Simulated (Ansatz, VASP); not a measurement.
## Cu: VASP beside Ansatz

```
Cu
1.0
     0.00000    1.80748    1.80748
     1.80748    0.00000    1.80748
     1.80748    1.80748    0.00000
Cu
1
Direct
  0.00000 0.00000 0.00000
```

Alike in both runs: task relaxation of cell and atoms; functional r2SCAN; k mesh 21 × 21 × 21; occupations fermi-dirac, width 0.05 eV; no spin polarisation.

|  | VASP | Ansatz |
| --- | --- | --- |
| version | VASP 6.6.1 | Ansatz 0.2.0 |
| potentials or method | VASP PAW PBE potentials, release 64 (Cu) | PAW with Ansatz's default frozen-core files, scalar-relativistic |
| plane-wave cutoff (eV) | 600 | 500 |
| valence electrons in the cell | 11 | 19 |

Ansatz gave:

| Property | Result |
| --- | --- |
| relaxed volume (Å³/atom) | 11.44 |
| relaxed length of the cell vector where the two differ most in proportion (Å) | 2.529 |

Estimate VASP's values.

relaxed volume (Å³/atom): 11.48; relaxed length of the cell vector where the two differ most in proportion (Å): 2.532.

VASP's potentials were made for PBE, not for r2SCAN. VASP's potentials hold 11 valence electrons a cell and Ansatz's 19, so a difference there can come from the potentials and not from the codes.
